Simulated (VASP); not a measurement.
# Cr (P6_3/mmc) in VASP: single point with PBE

Aim: the single point of Cr with PBE.

Program: VASP 6.6.1. These are calculated values, not measurements. Logs are shortened: lines on timing, memory, paths and dates and some standing lists are left out, and cuts for length are marked.

## 1. The cell of the first run

The structure is hexagonal, space group P6_3/mmc (No. 194). The conventional cell has a = 2.714 Å, b = 2.714 Å, c = 4.410 Å, α = 90.00°, β = 90.00°, γ = 120.00°. Cr (site symmetry -6m2) has 12 Cr at 2.71 Å within 3.6 Å.

This isn't the form of Cr at room conditions, which is bcc.

## 2. Single point, PBE, collinear spin, antiferromagnetic start

File INCAR:

```
SYSTEM = Cr
ALGO     = Normal         ! electronic algorithm
EDIFF    = 1E-6           ! SCF threshold, eV
ENCUT    = 520            ! plane-wave cutoff, eV
GGA      = PE             ! functional
ISIF     = 2              ! what is computed and relaxed
ISMEAR   = -1             ! smearing method
ISPIN    = 2              ! spin polarisation
LASPH    = .TRUE.         ! aspherical terms in the spheres
LCHARG   = .TRUE.         ! write CHGCAR
LELF     = .TRUE.         ! ELF
LMAXMIX  = 4              ! l up to which the mixer works
LORBIT   = 11             ! projections on sites
LREAL    = .FALSE.        ! projectors in reciprocal space
LVHAR    = .TRUE.       
LWAVE    = .FALSE.        ! write WAVECAR
MAGMOM   = 0.7 -0.7 0.7 -0.7 ! initial moments
NBANDS   = 36             ! bands
NELM     = 150            ! most SCF steps
PREC     = Accurate       ! precision mode
SIGMA    = 0.05           ! smearing width, eV
```

File KPOINTS:

```
k-points
0
G
  13 13 4
  0 0 0
```

File POSCAR:

```
Cr
1.0
    2.7140000000      0.0000000000      0.0000000000
    1.3570000000      2.3503929459      0.0000000000
    0.0000000000      0.0000000000      8.8200000000
Cr
4
Direct
    0.6666666666      0.6666666667      0.1250000000
    0.6666666666      0.6666666667      0.6250000000
    0.3333333334      0.3333333333      0.3750000000
    0.3333333334      0.3333333333      0.8750000000
```

Potentials or basis: VASP PAW PBE potentials, release 64 (Cr_pv).

Started as:

```bash
$ cat potpaw_PBE.64/Cr_pv/POTCAR > POTCAR
$ mpirun -np 1 vasp_std > vasp.out
```

OUTCAR:

```text
SYSTEM = Cr
   EDIFF = 1E-6
   ENCUT = 520
   GGA = PE
   ISIF = 2
   ISMEAR = -1
   ISPIN = 2
   LASPH = .TRUE.
   LORBIT = 11
   LREAL = .FALSE.
   NELM = 150
   PREC = Accurate

 ion  position               nearest neighbor table
   1  0.667  0.667  0.125-   3 2.71   4 2.71   3 2.71   4 2.71   3 2.71   4 2.71
   2  0.667  0.667  0.625-   3 2.71   4 2.71   3 2.71   4 2.71   3 2.71   4 2.71
   3  0.333  0.333  0.375-   1 2.71   2 2.71   1 2.71   2 2.71   1 2.71   2 2.71
   4  0.333  0.333  0.875-   1 2.71   2 2.71   1 2.71   2 2.71   1 2.71   2 2.71

  LATTYP: Found a hexagonal cell.
 ALAT       =     2.7140000000
 C/A-ratio  =     3.2498157701

  Lattice vectors:

 A1 = (  -1.3570000000,  -2.3503929459,   0.0000000000)
 A2 = (   2.7140000000,   0.0000000000,   0.0000000000)
 A3 = (   0.0000000000,   0.0000000000,   8.8200000000)

Analysis of symmetry for initial positions (statically):
=====================================================================
 Subroutine PRICEL returns following result:

  LATTYP: Found a hexagonal cell.
 ALAT       =     2.7140000000
 C/A-ratio  =     1.6249078850

  Lattice vectors:

 A1 = (  -1.3570000000,  -2.3503929459,   0.0000000000)
 A2 = (   2.7140000000,   0.0000000000,   0.0000000000)
 A3 = (   0.0000000000,   0.0000000000,   4.4100000000)

   2 primitive cells build up your supercell.

 Routine SETGRP: Setting up the symmetry group for a
 hexagonal supercell.

 Subroutine GETGRP returns: Found 24 space group operations
 (whereof 12 operations were pure point group operations)
 out of a pool of 24 trial point group operations.

The static configuration has the point symmetry D_3d.
 The point group associated with its full space group is D_6h.

Analysis of symmetry for dynamics (positions and initial velocities):
=====================================================================
 Subroutine PRICEL returns following result:

  LATTYP: Found a hexagonal cell.
 ALAT       =     2.7140000000
 C/A-ratio  =     1.6249078850

  Lattice vectors:

 A1 = (  -1.3570000000,  -2.3503929459,   0.0000000000)
 A2 = (   2.7140000000,   0.0000000000,   0.0000000000)
 A3 = (   0.0000000000,   0.0000000000,   4.4100000000)

   2 primitive cells build up your supercell.

 Routine SETGRP: Setting up the symmetry group for a
 hexagonal supercell.

 Subroutine GETGRP returns: Found 24 space group operations
 (whereof 12 operations were pure point group operations)
 out of a pool of 24 trial point group operations.

The dynamic configuration has the point symmetry D_3d.
 The point group associated with its full space group is D_6h.

Analysis of structural, dynamic, and magnetic symmetry:
=====================================================================
 Subroutine PRICEL returns following result:

  LATTYP: Found a hexagonal cell.
 ALAT       =     2.7140000000
 C/A-ratio  =     1.6249078850

  Lattice vectors:

 A1 = (  -1.3570000000,  -2.3503929459,   0.0000000000)
 A2 = (   2.7140000000,   0.0000000000,   0.0000000000)
 A3 = (   0.0000000000,   0.0000000000,   4.4100000000)

   2 primitive cells build up your supercell.

 Routine SETGRP: Setting up the symmetry group for a
 hexagonal supercell.

 Subroutine GETGRP returns: Found 12 space group operations
 (whereof 12 operations were pure point group operations)
 out of a pool of 24 trial point group operations.

The overall configuration has the point symmetry D_3d.

 Subroutine INISYM returns: Found 12 space group operations
 (whereof 12 operations are pure point group operations),
 and found     2 'primitive' translations

----------------------------------------------------------------------------------------

                                     Primitive cell

  volume of cell :      28.1312

  direct lattice vectors                    reciprocal lattice vectors
    -1.357000000 -2.350392946  0.000000000     0.000000000 -0.425460773  0.000000000
     2.714000000  0.000000000  0.000000000     0.368459838 -0.212730387  0.000000000
     0.000000000  0.000000000  4.410000000     0.000000000  0.000000000  0.226757370

  length of vectors
     2.714000000  2.714000000  4.410000000     0.425460773  0.425460773  0.226757370

  position of ions in fractional coordinates (direct lattice)
     0.333333333  0.666666667  0.250000000
     0.666666667  0.333333333  0.750000000

  ion indices of the primitive-cell ions
   primitive index   ion index
                 1           1
                 2           3

----------------------------------------------------------------------------------------

 KPOINTS: k-points

Automatic generation of k-mesh.
 Grid dimensions read from file:
 generate k-points for:   13   13    4

 Generating k-lattice:

  Cartesian coordinates                     Fractional coordinates (reciprocal lattice)
     0.028343064 -0.016363876  0.000000000     0.076923077  0.000000000  0.000000000
     0.000000000  0.032727752  0.000000000     0.000000000  0.076923077  0.000000000
     0.000000000  0.000000000  0.028344671     0.000000000  0.000000000  0.250000000

  Length of vectors
     0.032727752  0.032727752  0.028344671

  Shift w.r.t. Gamma in fractional coordinates (k-lattice)
     0.000000000  0.000000000  0.000000000

 Subroutine IBZKPT returns following result:
 ===========================================

 Found     77 irreducible k-points:

 Following reciprocal coordinates:
            Coordinates               Weight
  0.000000  0.000000  0.000000      1.000000
  0.076923  0.000000  0.000000      6.000000
  0.153846  0.000000  0.000000      6.000000
  0.230769  0.000000  0.000000      6.000000
  0.307692  0.000000  0.000000      6.000000
  0.384615  0.000000  0.000000      6.000000
[... 16 lines left out ...]
  0.076923  0.000000  0.250000      6.000000
  0.076923  0.076923  0.250000      6.000000
 [... further k-points ...]
   k-points           NKPTS =     77   k-points in BZ     NKDIM =     77   number of bands    NBANDS=     36
   number of dos      NEDOS =    301   number of ions     NIONS =      4
   total plane-waves  NPLWV =  28000
   dimension x,y,z NGX =    20 NGY =   20 NGZ =   70
   dimension x,y,z NGXF=    40 NGYF=   40 NGZF=  140
   ions per type =               4
   NGX,Y,Z   is equivalent  to a cutoff of  12.25, 12.25, 13.19 a.u.
   NGXF,Y,Z  is equivalent  to a cutoff of  24.50, 24.50, 26.39 a.u.
 SYSTEM =  Cr
   PREC   = accura    normal or accurate (medium, high low for compatibility)
   ISTART =      0    job   : 0-new  1-cont  2-samecut
   ICHARG =      2    charge: 1-file 2-atom 10-const
   ISPIN  =      2    spin polarized calculation?
   LNONCOLLINEAR =      F non collinear calculations
   LSORBIT =      F    spin-orbit coupling
   LASPH  =      T    aspherical Exc in radial PAW
   ENCUT  =  520.0 eV  38.22 Ry    6.18 a.u.   5.05  5.05 16.40*2*pi/ulx,y,z
   NELM   =    150;   NELMIN=  2; NELMDL= -5     # of ELM steps
   EDIFF  = 0.1E-05   stopping-criterion for ELM
   LREAL  =      F    real-space projection
   EDIFFG = 0.1E-04   stopping-criterion for IOM
   NSW    =      0    number of steps for IOM
   IBRION =     -1    ionic relax: 0-MD 1-quasi-New 2-CG
   NFREE  =      0    steps in history (QN), initial steepest desc. (CG)
   ISIF   =      2    stress and relaxation
   ISYM   =      2    0-nonsym 1-usesym 2-fastsym
   POTIM  = 0.5000    time-step for ionic-motion
   TEBEG  =    0.0;   TEEND  =   0.0 temperature during run
   PSTRESS=    0.0 pullay stress
   NELECT =      48.0000    total number of electrons
   NUPDOWN=      -1.0000    fix difference up-down
   EMIN   =  10.00;   EMAX   =-10.00  energy-range for DOS
   EFERMI =   0.00;   METHOD = LEGACY
   ISMEAR =    -1;   SIGMA  =   0.05  broadening in eV -4-tet -1-fermi 0-gaus
   EFERMI_NEDOS =   21; number of points for ismear=-14 and -15
   IALGO  =     38    algorithm
   IMIX   =      4    mixing-type and parameters
     AMIX     =   0.40;   BMIX     =  1.00
     AMIX_MAG =   1.60;   BMIX_MAG =  1.00
  volume/ion in A,a.u.               =      14.07        94.92
  Fermi-wavevector in a.u.,A,eV,Ry     =   1.552681  2.934142 32.801180  2.410819
  Thomas-Fermi vector in A             =   2.657021
   LORBIT       =     11    0 simple, 1 ext, 2 COOP (PROOUT), +10 PAW based schemes
   GGA     = PE    functional components
   LHFCALC =     F    Hartree Fock is set to
   AEXX    =    0.0000 exact exchange contribution
   IVDW    =     0    specifies the selected vdW correction
   LEPSILON=     F    determine dielectric tensor
   LRPA    =     F    only Hartree local field effects (RPA)
 spin polarized calculation
  energy-cutoff  :      520.00
  volume of cell :       56.26
 maximum number of plane-waves:      1538
   NGX = 11   NGY = 11   NGZ = 33

 number of electron      48.0000009 magnetization      -0.0000000

 number of electron      48.0000009 magnetization       0.0000000

 Free energy of the ion-electron system (eV)
  ---------------------------------------------------
  ext. energy  EPLUGINS =         0.00000000
  ---------------------------------------------------
  free energy    TOTEN  =       -35.41424419 eV

  energy without entropy =      -35.32976833  energy(sigma->0) =      -35.37200626

 E-fermi :   8.2846     XC(G=0): -12.5428

 val. band max:        8.2816614016   @ k =   0.3077   0.0769   0.5000
 cond. band min:       8.2900806794   @ k =   0.0769   0.0769   0.2500
 fundamental gap:      0.0084192778
 Fermi energy:         8.2845615198

 spin component 1

 k-point     1 :       0.0000    0.0000    0.0000
  band No.  band energies     occupation
      1     -35.0635      1.00000
      2     -34.8232      1.00000
      3     -34.7752      1.00000
      4     -34.7752      1.00000
      5     -34.7422      1.00000
      6     -34.7422      1.00000
[... 28 lines left out ...]
     35      10.3633      0.00000
     36      10.3633      0.00000

 k-point     2 :       0.0769    0.0000    0.0000
  band No.  band energies     occupation
      1     -35.0574      1.00000
      2     -34.8323      1.00000
      3     -34.7867      1.00000
      4     -34.7810      1.00000
      5     -34.7631      1.00000
      6     -34.7463      1.00000
[... 850 lines left out ...]
 k-point    24 :       0.0769    0.0769    0.2500
  band No.  band energies     occupation
      1     -35.0559      1.00000
      2     -34.8349      1.00000
      3     -34.7871      1.00000
      4     -34.7810      1.00000
      5     -34.7629      1.00000
      6     -34.7463      1.00000
[... 28 lines left out ...]
     35      10.3882      0.00000
     36      10.7644      0.00000

 [... further k-points ...]

 spin component 2

 k-point     1 :       0.0000    0.0000    0.0000
  band No.  band energies     occupation
      1     -35.0635      1.00000
      2     -34.8232      1.00000
      3     -34.7752      1.00000
      4     -34.7752      1.00000
      5     -34.7422      1.00000
      6     -34.7422      1.00000
[... 28 lines left out ...]
     35      10.3633      0.00000
     36      10.3633      0.00000

 k-point     2 :       0.0769    0.0000    0.0000
  band No.  band energies     occupation
      1     -35.0574      1.00000
      2     -34.8323      1.00000
      3     -34.7867      1.00000
      4     -34.7810      1.00000
      5     -34.7631      1.00000
      6     -34.7463      1.00000
[... 850 lines left out ...]
 k-point    24 :       0.0769    0.0769    0.2500
  band No.  band energies     occupation
      1     -35.0559      1.00000
      2     -34.8349      1.00000
      3     -34.7871      1.00000
      4     -34.7810      1.00000
      5     -34.7629      1.00000
      6     -34.7463      1.00000
[... 28 lines left out ...]
     35      10.3882      0.00000
     36      10.7644      0.00000

 [... further k-points ...]
[... 5 lines left out ...]
  --------------------------------------------------------------------------------------
  -------------------------------------------------------------------------------------
  Total       -9.4911035     -9.4911035     -7.8228273      0.0000000      0.0000000      0.0000000
  in kB     -270.2765644   -270.2765644   -222.7693408      0.0000000      0.0000000      0.0000000
  external PRESSURE =    -254.4408232 kB  Pullay stress =       0.0000000 kB

 VOLUME and BASIS-vectors are now :
 -----------------------------------------------------------------------------
  energy-cutoff  :      520.00
  volume of cell :       56.26
      direct lattice vectors                 reciprocal lattice vectors
     2.714000000  0.000000000  0.000000000     0.368459838 -0.212730387  0.000000000
     1.357000000  2.350392946  0.000000000     0.000000000  0.425460773  0.000000000
     0.000000000  0.000000000  8.820000000     0.000000000  0.000000000  0.113378685

 POSITION                                       TOTAL-FORCE (eV/Angst)
 -----------------------------------------------------------------------------------
      2.71400      1.56693      1.10250         0.000000      0.000000      0.290695
      2.71400      1.56693      5.51250         0.000000      0.000000      0.290695
      1.35700      0.78346      3.30750         0.000000     -0.000000     -0.290695
      1.35700      0.78346      7.71750        -0.000000     -0.000000     -0.290695
 -----------------------------------------------------------------------------------
    total drift:                               -0.000000     -0.000000      0.000000

  FREE ENERGIE OF THE ION-ELECTRON SYSTEM (eV)
  ---------------------------------------------------
  free  energy   TOTEN  =       -35.4142441946 eV

  energy  without entropy=      -35.3297683275  energy(sigma->0) =      -35.37200626

 total charge

# of ion       s       p       d       tot
------------------------------------------
    1        0.383   6.278   4.057  10.717
    2        0.383   6.278   4.057  10.717
    3        0.383   6.278   4.057  10.717
    4        0.383   6.278   4.057  10.717
--------------------------------------------------
tot          1.530  25.111  16.227  42.868

 magnetization (x)

# of ion       s       p       d       tot
------------------------------------------
    1        0.005   0.010   0.770   0.785
    2       -0.005  -0.010  -0.770  -0.785
    3        0.005   0.010   0.770   0.785
    4       -0.005  -0.010  -0.770  -0.785
--------------------------------------------------
tot          0.000   0.000   0.000   0.000
```

Run time: 7.1 min. Hardware: 1 thread of Intel Xeon Platinum 8259CL at 2.50GHz (Skylake/Cascade Lake), shared host; peak memory 0.33 GiB.

What came out:

```yaml
Free_energy: -35.4142 eV
Pressure: -25.4 GPa
Largest_force: 0.291 eV/Å
Band_gap_on_the_k_mesh: zero (filled and empty bands overlap)
Net_moment: 0.00 μB per cell
Site_moments: Cr +0.79, -0.79 (each value once) μB
Valence_electrons_inside_the_program's_atomic_spheres: Cr 10.72
```

Forces in eV/Å, atoms in the order of the input:
```
Cr   0.000  0.000  0.291
Cr   0.000  0.000  0.291
Cr   0.000  0.000 -0.291
Cr   0.000  0.000 -0.291
```

Caveat: the cell stands under tension.
